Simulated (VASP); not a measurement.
The system is SnO (Romarchite).

```xyz
4
Lattice="3.8401 0.0000 0.0000 0.0000 3.8401 0.0000 0.0000 0.0000 4.7285" Properties=species:S:1:pos:R:3 pbc="T T T"
Sn    1.9200    0.0000    1.1300
Sn    0.0000    1.9200    3.5984
O     0.0000    0.0000    0.0000
O     1.9200    1.9200    0.0000
```

This cell differs from its parent crystal: epitaxial xy strain +1.2%.

Base run:

```yaml
Program: VASP 6.6.1
Functional: PBE
Potentials_or_basis: VASP PAW PBE potentials, release 64 (Sn_d, O)
Cutoff: 520 eV
k_mesh: 6 × 6 × 6
Occupations: fermi-dirac, width 0.02 eV
Spin: no spin polarisation
```

Its results: band gap on the k mesh 0.17 eV, indirect (least direct gap 1.90 eV); pressure 4.1 GPa; largest force 0.545 eV/Å.

Question: The run is repeated on the same cell with these changes: functional from PBE to r2SCAN. What comes out?

Answer: Band gap on the k mesh 0.29 eV, indirect (least direct gap 2.23 eV); pressure 0.2 GPa; largest force 0.126 eV/Å.

r2SCAN gives the wider gap, since meta-GGAs in the generalised Kohn-Sham scheme recover part of the derivative discontinuity.

Caveats: spin-orbit coupling is left out, which moves the levels of the heavy elements; the PAW data sets were made with another functional, which shifts forces and pressure a little (some runs).

A k mesh can miss the band edges.
